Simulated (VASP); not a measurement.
Here is a VASP 6.6.1 calculation.

Contents of INCAR:

```
SYSTEM = Co
ALGO = Normal ; EDIFF = 1E-6
ENCUT = 520 ; GGA = PE
ISIF = 2 ; ISMEAR = 0
ISPIN = 2 ; LASPH = .TRUE.
LCHARG = .FALSE. ; LMAXMIX = 4
LORBIT = 11 ; LREAL = .FALSE.
LWAVE = .FALSE. ; MAGMOM = 2.5 2.5
NBANDS = 20 ; NELM = 150
PREC = Accurate ; SIGMA = 0.1
```

KPOINTS

```
k-points
0
G
  13 13 7
  0 0 0
```

Contents of POSCAR:

```
Co
1.0
    2.5485122251      0.0000000000      0.0000000000
   -1.2742561125      2.2070763314      0.0000000000
    0.0000000000      0.0000000000      4.1366315326
Co
2
Direct
    0.3333333333      0.6666666667      0.2500000000
    0.6666666667      0.3333333333      0.7500000000
```

Potentials or basis: VASP PAW PBE potentials, release 64 (Co).

Run with:

```console
$ cat potpaw_PBE.64/Co/POTCAR > POTCAR
$ mpirun -np 1 vasp_std > vasp.out
```

Question: Estimate the net moment.

Answer: 3.27 μB per cell.

Question: Predict the pressure.

Answer: -13.2 GPa.

Question: What does it give for the site moments?

Answer: Co +1.67 μB.

Stress tensor (GPa, compression positive):
```
-13.01   0.00   0.00
  0.00 -13.01   0.00
  0.00   0.00 -13.63
```
